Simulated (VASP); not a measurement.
# Cd3Se2S (P3m1) in VASP: single point with PBE

Aim: the single point of Cd3Se2S with PBE.

Everything below comes from runs of VASP 6.6.1. Logs are shortened: lines on timing, memory, paths and dates and some standing lists are left out, and cuts for length are marked.

## Step 1: The cell of the first run

Symmetry: P3m1, No. 156, trigonal system. The conventional cell has a = 4.319 Å, b = 4.319 Å, c = 21.155 Å, α = 90.00°, β = 90.00°, γ = 120.00°. Within 3.4 Å of Cd (site symmetry 3m) lie 1 S at 2.57 Å and 3 Se at 2.66 Å. Cd (site symmetry 3m) has 1 S at 2.57 Å and 3 Se at 2.66 Å within 3.4 Å. Cd (site symmetry 3m) has 4 Se at 2.66 to 2.68 Å within 3.5 Å. Cd (site symmetry 3m) has 3 S at 2.61 Å and 1 Se at 2.69 Å within 3.4 Å. Within 3.4 Å of Cd (site symmetry 3m) lie 3 S at 2.61 Å and 1 Se at 2.69 Å. Within 3.5 Å of Cd (site symmetry 3m) lie 4 Se at 2.66 to 2.68 Å. Se (site symmetry 3m) has 4 Cd at 2.66 to 2.68 Å within 3.5 Å. Se (site symmetry 3m) has 4 Cd at 2.66 to 2.68 Å within 3.5 Å.

## Step 2: Single point, PBE

Contents of INCAR:

```
SYSTEM = Cd3Se2S
PREC = Accurate
ENCUT = 520
EDIFF = 1E-6
ISMEAR = 0
SIGMA = 0.1
LREAL = .False.
LASPH = .True.
NELM = 100
ALGO = Normal
ISIF = 2
LWAVE = .False.
LCHARG = .False.
GGA = PE
NBANDS = 66
```

Contents of KPOINTS:

```
Automatic mesh
0
Gamma
  6 6 1
  0 0 0
```

Contents of POSCAR:

```
Cd3Se2S
1.0
    4.3188259324      0.0000000289      0.0000000000
   -2.1594129912      3.7402129575      0.0000000000
    0.0000000000      0.0000000000     21.1548158000
Cd Se S
6 4 2
Direct
    0.0000000000      0.0000000000      0.1735640000
    0.0000000000      0.0000000000      0.5023840000
    0.0000000000      0.0000000000      0.8311630000
    0.6666666667      0.3333333333      0.3310180000
    0.6666666667      0.3333333333      0.6598400000
    0.6666666667      0.3333333333      0.0023380000
    0.0000000000      0.0000000000      0.9580660000
    0.6666666667      0.3333333333      0.1292110000
    0.6666666667      0.3333333333      0.4581270000
    0.6666666667      0.3333333333      0.7869740000
    0.0000000000      0.0000000000      0.2950990000
    0.0000000000      0.0000000000      0.6239350000
```

Potentials or basis: VASP PAW PBE potentials, release 64 (Cd, Se, S).

Started as:

```console
cat potpaw_PBE.64/Cd/POTCAR potpaw_PBE.64/Se/POTCAR potpaw_PBE.64/S/POTCAR > POTCAR
mpirun -np 1 vasp_std > vasp.out
```

OUTCAR:

```text
SYSTEM = Cd3Se2S
   PREC = Accurate
   ENCUT = 520
   EDIFF = 1E-6
   ISMEAR = 0
   LREAL = .False.
   LASPH = .True.
   NELM = 100
   ISIF = 2
   GGA = PE

 ion  position               nearest neighbor table
   1  0.000  0.000  0.174-  11 2.57   8 2.66   8 2.66   8 2.66
   2  0.000  0.000  0.502-  12 2.57   9 2.66   9 2.66   9 2.66
   3  0.000  0.000  0.831-  10 2.66  10 2.66  10 2.66   7 2.68
   4  0.667  0.333  0.331-  11 2.61  11 2.61  11 2.61   9 2.69
   5  0.667  0.333  0.660-  12 2.61  12 2.61  12 2.61  10 2.69
   6  0.667  0.333  0.002-   7 2.66   7 2.66   7 2.66   8 2.68
   7  0.000  0.000  0.958-   6 2.66   6 2.66   6 2.66   3 2.68
   8  0.667  0.333  0.129-   1 2.66   1 2.66   1 2.66   6 2.68
   9  0.667  0.333  0.458-   2 2.66   2 2.66   2 2.66   4 2.69
  10  0.667  0.333  0.787-   3 2.66   3 2.66   3 2.66   5 2.69
  11  0.000  0.000  0.295-   1 2.57   4 2.61   4 2.61   4 2.61
  12  0.000  0.000  0.624-   2 2.57   5 2.61   5 2.61   5 2.61

  LATTYP: Found a hexagonal cell.
 ALAT       =     4.3188259324
 C/A-ratio  =     4.8982793313

  Lattice vectors:

 A1 = (   4.3188259324,   0.0000000289,   0.0000000000)
 A2 = (  -2.1594129912,   3.7402129575,   0.0000000000)
 A3 = (   0.0000000000,   0.0000000000,  21.1548158000)

Analysis of symmetry for initial positions (statically):
=====================================================================
 Subroutine PRICEL returns:
 Original cell was already a primitive cell.

 Routine SETGRP: Setting up the symmetry group for a
 hexagonal supercell.

 Subroutine GETGRP returns: Found  6 space group operations
 (whereof  6 operations were pure point group operations)
 out of a pool of 24 trial point group operations.

The static configuration has the point symmetry C_3v.

Analysis of symmetry for dynamics (positions and initial velocities):
=====================================================================
 Subroutine PRICEL returns:
 Original cell was already a primitive cell.

 Routine SETGRP: Setting up the symmetry group for a
 hexagonal supercell.

 Subroutine GETGRP returns: Found  6 space group operations
 (whereof  6 operations were pure point group operations)
 out of a pool of 24 trial point group operations.

The dynamic configuration has the point symmetry C_3v.

 Subroutine INISYM returns: Found  6 space group operations
 (whereof  6 operations are pure point group operations),
 and found     1 'primitive' translations

----------------------------------------------------------------------------------------

                                     Primitive cell

  volume of cell :     341.7207

  direct lattice vectors                    reciprocal lattice vectors
     4.318825932  0.000000029  0.000000000     0.231544409  0.133682229  0.000000000
    -2.159412991  3.740212957  0.000000000    -0.000000002  0.267364454  0.000000000
     0.000000000  0.000000000 21.154815800     0.000000000  0.000000000  0.047270560

  length of vectors
     4.318825932  4.318825932 21.154815800     0.267364454  0.267364454  0.047270560

  position of ions in fractional coordinates (direct lattice)
     0.000000000  0.000000000  0.173564000
     0.000000000  0.000000000  0.502384000
     0.000000000  0.000000000  0.831163000
     0.666666667  0.333333333  0.331018000
     0.666666667  0.333333333  0.659840000
     0.666666667  0.333333333  0.002338000
     0.000000000  0.000000000  0.958066000
     0.666666667  0.333333333  0.129211000
     0.666666667  0.333333333  0.458127000
     0.666666667  0.333333333  0.786974000
     0.000000000  0.000000000  0.295099000
     0.000000000  0.000000000  0.623935000

  ion indices of the primitive-cell ions
   primitive index   ion index
                 1           1
                 2           2
                 3           3
                 4           4
                 5           5
                 6           6
                 7           7
                 8           8
                 9           9
                10          10
                11          11
                12          12

----------------------------------------------------------------------------------------

 KPOINTS: Automatic mesh

Automatic generation of k-mesh.
 Grid dimensions read from file:
 generate k-points for:    6    6    1

 Generating k-lattice:

  Cartesian coordinates                     Fractional coordinates (reciprocal lattice)
     0.038590735  0.022280371  0.000000000     0.166666667  0.000000000  0.000000000
    -0.000000000  0.044560742  0.000000000     0.000000000  0.166666667  0.000000000
     0.000000000  0.000000000  0.047270560     0.000000000  0.000000000  1.000000000

  Length of vectors
     0.044560742  0.044560742  0.047270560

  Shift w.r.t. Gamma in fractional coordinates (k-lattice)
     0.000000000  0.000000000  0.000000000

 Subroutine IBZKPT returns following result:
 ===========================================

 Found      7 irreducible k-points:

 Following reciprocal coordinates:
            Coordinates               Weight
  0.000000  0.000000  0.000000      1.000000
  0.166667  0.000000  0.000000      6.000000
  0.333333  0.000000  0.000000      6.000000
  0.500000  0.000000  0.000000      3.000000
  0.166667  0.166667  0.000000      6.000000
  0.333333  0.166667  0.000000     12.000000
  0.333333  0.333333  0.000000      2.000000
   k-points           NKPTS =      7   k-points in BZ     NKDIM =      7   number of bands    NBANDS=     66
   number of dos      NEDOS =    301   number of ions     NIONS =     12
   total plane-waves  NPLWV = 163840
   dimension x,y,z NGX =    32 NGY =   32 NGZ =  160
   dimension x,y,z NGXF=    64 NGYF=   64 NGZF=  320
   ions per type =               6   4   2
   NGX,Y,Z   is equivalent  to a cutoff of  12.32, 12.32, 12.57 a.u.
   NGXF,Y,Z  is equivalent  to a cutoff of  24.64, 24.64, 25.15 a.u.
 SYSTEM =  Cd3Se2S
   PREC   = accura    normal or accurate (medium, high low for compatibility)
   ISTART =      0    job   : 0-new  1-cont  2-samecut
   ICHARG =      2    charge: 1-file 2-atom 10-const
   ISPIN  =      1    spin polarized calculation?
   LNONCOLLINEAR =      F non collinear calculations
   LSORBIT =      F    spin-orbit coupling
   LASPH  =      T    aspherical Exc in radial PAW
   ENCUT  =  520.0 eV  38.22 Ry    6.18 a.u.   8.03  8.03 39.33*2*pi/ulx,y,z
   NELM   =    100;   NELMIN=  2; NELMDL= -5     # of ELM steps
   EDIFF  = 0.1E-05   stopping-criterion for ELM
   LREAL  =      F    real-space projection
   EDIFFG = 0.1E-04   stopping-criterion for IOM
   NSW    =      0    number of steps for IOM
   IBRION =     -1    ionic relax: 0-MD 1-quasi-New 2-CG
   NFREE  =      0    steps in history (QN), initial steepest desc. (CG)
   ISIF   =      2    stress and relaxation
   ISYM   =      2    0-nonsym 1-usesym 2-fastsym
   POTIM  = 0.5000    time-step for ionic-motion
   TEBEG  =    0.0;   TEEND  =   0.0 temperature during run
   PSTRESS=    0.0 pullay stress
   NELECT =     108.0000    total number of electrons
   NUPDOWN=      -1.0000    fix difference up-down
   EMIN   =  10.00;   EMAX   =-10.00  energy-range for DOS
   EFERMI =   0.00;   METHOD = LEGACY
   ISMEAR =     0;   SIGMA  =   0.10  broadening in eV -4-tet -1-fermi 0-gaus
   EFERMI_NEDOS =   21; number of points for ismear=-14 and -15
   IALGO  =     38    algorithm
   IMIX   =      4    mixing-type and parameters
     AMIX     =   0.40;   BMIX     =  1.00
     AMIX_MAG =   1.60;   BMIX_MAG =  1.00
  volume/ion in A,a.u.               =      28.48       192.17
  Fermi-wavevector in a.u.,A,eV,Ry     =   1.115130  2.107291 16.919060  1.243516
  Thomas-Fermi vector in A             =   2.251732
   LORBIT       =      0    0 simple, 1 ext, 2 COOP (PROOUT), +10 PAW based schemes
   GGA     = PE    functional components
   LHFCALC =     F    Hartree Fock is set to
   AEXX    =    0.0000 exact exchange contribution
   IVDW    =     0    specifies the selected vdW correction
   LEPSILON=     F    determine dielectric tensor
   LRPA    =     F    only Hartree local field effects (RPA)
 non-spin polarized calculation
 Gauss-broadening in eV      SIGMA  =   0.10
  energy-cutoff  :      520.00
  volume of cell :      341.72
 maximum number of plane-waves:      9216
   NGX = 17   NGY = 17   NGZ = 79

 number of electron     108.0000016 magnetization

 Free energy of the ion-electron system (eV)
  ---------------------------------------------------
  ext. energy  EPLUGINS =         0.00000000
  ---------------------------------------------------
  free energy    TOTEN  =       -34.19047722 eV

  energy without entropy =      -34.19047660  energy(sigma->0) =      -34.19047691

 E-fermi :   1.0549     XC(G=0):  -8.7232

 val. band max:        0.7514367580   @ k =   0.0000   0.0000   0.0000
 cond. band min:       1.3472091866   @ k =   0.0000   0.0000   0.0000
 fundamental gap:      0.5957724286
 Fermi energy:         1.0548565621

 k-point     1 :       0.0000    0.0000    0.0000
  band No.  band energies     occupation
      1     -11.5901      2.00000
      2     -11.5056      2.00000
      3     -11.4911      2.00000
      4     -11.3390      2.00000
      5     -11.2996      2.00000
      6     -11.2229      2.00000
[... 58 lines left out ...]
     65       6.8273      0.00000
     66       6.8296      0.00000

 k-point     2 :       0.1667    0.0000    0.0000
  band No.  band energies     occupation
      1     -11.5135      2.00000
      2     -11.4377      2.00000
      3     -11.4243      2.00000
      4     -11.2918      2.00000
      5     -11.2553      2.00000
      6     -11.1888      2.00000
[... 334 lines left out ...]
     65       6.2437      0.00000
     66       6.5989      0.00000

 k-point     7 :       0.3333    0.3333    0.0000
  band No.  band energies     occupation
      1     -11.1923      2.00000
      2     -11.1757      2.00000
      3     -11.1660      2.00000
      4     -11.1496      2.00000
      5     -11.1344      2.00000
      6     -11.1100      2.00000
[... 58 lines left out ...]
     65       6.9357      0.00000
     66       7.0922      0.00000

------------------------ aborting loop because EDIFF is reached ----------------------------------------

  FORCE on cell =-STRESS in cart. coord.  units (eV):
  Direction    XX          YY          ZZ          XY          YZ          ZX
  --------------------------------------------------------------------------------------
  -------------------------------------------------------------------------------------
  Total        0.5833157      0.5833157      0.5413966      0.0000000     -0.0000000     -0.0000000
  in kB        2.7349096      2.7349096      2.5383696      0.0000000     -0.0000000     -0.0000000
  external PRESSURE =       2.6693963 kB  Pullay stress =       0.0000000 kB

 VOLUME and BASIS-vectors are now :
 -----------------------------------------------------------------------------
  energy-cutoff  :      520.00
  volume of cell :      341.72
      direct lattice vectors                 reciprocal lattice vectors
     4.318825932  0.000000029  0.000000000     0.231544409  0.133682229  0.000000000
    -2.159412991  3.740212957  0.000000000    -0.000000002  0.267364454  0.000000000
     0.000000000  0.000000000 21.154815800     0.000000000  0.000000000  0.047270560

 POSITION                                       TOTAL-FORCE (eV/Angst)
 -----------------------------------------------------------------------------------
      0.00000      0.00000      3.67171         0.000000      0.000000     -0.000802
      0.00000      0.00000     10.62784        -0.000000      0.000000      0.001512
      0.00000      0.00000     17.58310        -0.000000     -0.000000      0.004826
      2.15941      1.24674      7.00262        -0.000000     -0.000000      0.000612
      2.15941      1.24674     13.95879         0.000000      0.000000      0.001396
      2.15941      1.24674      0.04946        -0.000000     -0.000000      0.003141
      0.00000      0.00000     20.26771         0.000000      0.000000     -0.003961
      2.15941      1.24674      2.73343         0.000000     -0.000000     -0.005534
      2.15941      1.24674      9.69159         0.000000      0.000000     -0.006278
      2.15941      1.24674     16.64829         0.000000      0.000000     -0.004189
      0.00000      0.00000      6.24276         0.000000     -0.000000      0.005841
      0.00000      0.00000     13.19923         0.000000      0.000000      0.003434
 -----------------------------------------------------------------------------------
    total drift:                               -0.000001     -0.000000     -0.000437

  FREE ENERGIE OF THE ION-ELECTRON SYSTEM (eV)
  ---------------------------------------------------
  free  energy   TOTEN  =       -34.1904772239 eV

  energy  without entropy=      -34.1904766050  energy(sigma->0) =      -34.19047691
```

Wall time 3.9 min (1 thread of AMD EPYC 7R13 (Zen 3), shared host); peak memory 0.44 GiB.

What came out:

- Free energy: -34.1905 eV
- Pressure: 0.3 GPa
- Largest force: 0.006 eV/Å
- Band gap on the k mesh: 0.60 eV, direct

Forces in eV/Å, atoms in the order of the input:
```
Cd   0.000  0.000 -0.001
Cd   0.000  0.000  0.002
Cd   0.000  0.000  0.005
Cd   0.000  0.000  0.001
Cd   0.000  0.000  0.001
Cd   0.000  0.000  0.003
Se   0.000  0.000 -0.004
Se   0.000  0.000 -0.006
Se   0.000  0.000 -0.006
Se   0.000  0.000 -0.004
S    0.000  0.000  0.006
S    0.000  0.000  0.003
```
